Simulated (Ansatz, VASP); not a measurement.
**TePb: VASP beside Ansatz**

POSCAR

```
TePb
1.0
    3.7368934378      0.0000000000      0.0000000000
    0.0000000000      3.7368934378      0.0000000000
    0.0000000000      0.0000000000      3.7368934378
Te Pb
1 1
Direct
    0.5000000000      0.5000000000      0.5000000000
    0.0000000000      0.0000000000      0.0000000000
```

INCAR.step1

```
PREC = Accurate ; ENCUT = 520
ISMEAR = 0 ; SIGMA = 0.05
LREAL = F ; LASPH = T
NELM = 100 ; NBANDS = 17
GGA = PE ; ALGO = Normal
EDIFF = 1E-4 ; LWAVE = T
LCHARG = F
```

Contents of INCAR.step2:

```
PREC = Accurate ; ENCUT = 520
EDIFF = 1E-6 ; ISMEAR = 0
SIGMA = 0.05 ; LREAL = F
LASPH = T ; NELM = 100
ALGO = Normal ; ISIF = 2
LWAVE = F ; LCHARG = F
METAGGA = R2SCAN ; LMIXTAU = T
IVDW = 12 ; VDW_S6 = 1.0
VDW_S8 = 0.78981345 ; VDW_A1 = 0.49484001
VDW_A2 = 5.73083694 ; NBANDS = 17
ISTART = 1
```

KPOINTS

```
regular mesh
0
Gamma
  10 10 10
```

Input for Ansatz:

```yaml
crystal:
  lattice:
    - [3.7368934378, 0.0, 0.0]
    - [0.0, 3.7368934378, 0.0]
    - [0.0, 0.0, 3.7368934378]
  atoms:
    - { symbol: Te, position: [0.5, 0.5, 0.5] }
    - { symbol: Pb, position: [0.0, 0.0, 0.0] }
basis:
  ecutwfc: 500
  ecutrho_ratio: 4
kpoints:
  mp_grid: { grid: [10, 10, 10] }
hamiltonian:
  xc: r2scan
  dispersion: d3bj
scf:
  occupations: { method: gaussian, width: 0.05 }
output:
  forces: true
  stress: true
  eigenvalues: true
```

Alike in both runs: task single point; functional r2SCAN; dispersion D3(BJ); k mesh 10 × 10 × 10; occupations gaussian, width 0.05 eV; no spin polarisation.

|  | VASP | Ansatz |
| --- | --- | --- |
| version | VASP 6.6.1 | Ansatz 0.2.0 |
| potentials or method | VASP PAW PBE potentials, release 64 (Te, Pb_d), cutoff 520 eV | scalar-relativistic, plane waves, PAW |
| valence electrons in the cell | 20 | 30 |

```csv
,VASP,Ansatz,Ansatz less VASP
gap on the k mesh at the Fermi level (eV),none,none,-
pressure (GPa),11.2,11.1,-0.07
```

VASP's potentials were made for PBE, not for r2SCAN. A gap of «none» marks a metal or a gap that the smearing closes. VASP's potentials hold 20 valence electrons a cell and Ansatz's 30, so a difference there can come from the potentials and not from the codes. Ansatz's warnings: dispersion damping borrowed.

Spin-orbit coupling is off throughout.
